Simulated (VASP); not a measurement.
Write the native input for VASP 6.6.1 that does the following.

```
Task                   : single point
Functional             : PBEsol
Potentials or basis    : VASP PAW PBE potentials, release 64 (Ni, Si)
Cutoff                 : 520 eV
k mesh                 : 12 × 12 × 12
Occupations            : fermi-dirac, width 0.05 eV
Spin                   : collinear spin, ferrimagnetic start
Starting moments       : [0.63, -0.78, 0.95, 0.0] μB
Dipole correction      : no
Further INCAR settings : ALGO = Normal; EDIFF = 1e-06; NBANDS = 29
```

The structure of SiNi3 lies in POSCAR:

```
SiNi3
1.0
    1.2928041287      0.7464008117      7.6619893310
   -1.2928041287      0.7464008117      7.6619893310
    0.0000000000     -1.4928016234      7.6619893310
Ni Si
3 1
Direct
    0.2547330000      0.2547330000      0.2547330000
    0.5000000000      0.5000000000      0.5000000000
    0.7452670000      0.7452670000      0.7452670000
    0.0000000000      0.0000000000      0.0000000000
```

These files were run (other wordings do the same):

INCAR

```
PREC = Accurate
ENCUT = 520
EDIFF = 1E-6
ISMEAR = -1
SIGMA = 0.05
LREAL = False
LASPH = True
NELM = 150
ALGO = Normal
ISIF = 2
LWAVE = False
LCHARG = False
ISPIN = 2
MAGMOM = 0.63 -0.78 0.95 0
LORBIT = 11
LMAXMIX = 4
GGA = PS
NBANDS = 29
```

KPOINTS

```
regular mesh
0
Gamma
  12 12 12
```

Potentials or basis: VASP PAW PBE potentials, release 64 (Ni, Si).

Launch:

```sh
$ cat potpaw_PBE.64/Ni/POTCAR potpaw_PBE.64/Si/POTCAR > POTCAR
$ mpirun -np 1 vasp_std > vasp.out
```

It gave:

| Item | Value |
| --- | --- |
| Pressure | -5.9 GPa |
| Largest force | 0.024 eV/Å |
| Net moment | -0.41 μB per cell |
| Site moments | Ni -0.05, -0.31 (each value once); Si +0.00 μB |
| Valence electrons inside the program's atomic spheres | Ni 9.46, 9.21 (each value once); Si 1.63 |

Caveat: the cell stands under tension; the PAW data sets were made with another functional, which shifts forces and pressure a little.

Run time: 35 min on 1 thread of Intel(R) Xeon(R) 6975P-C (Granite Rapids), on a shared host, peak memory 0.84 GiB.
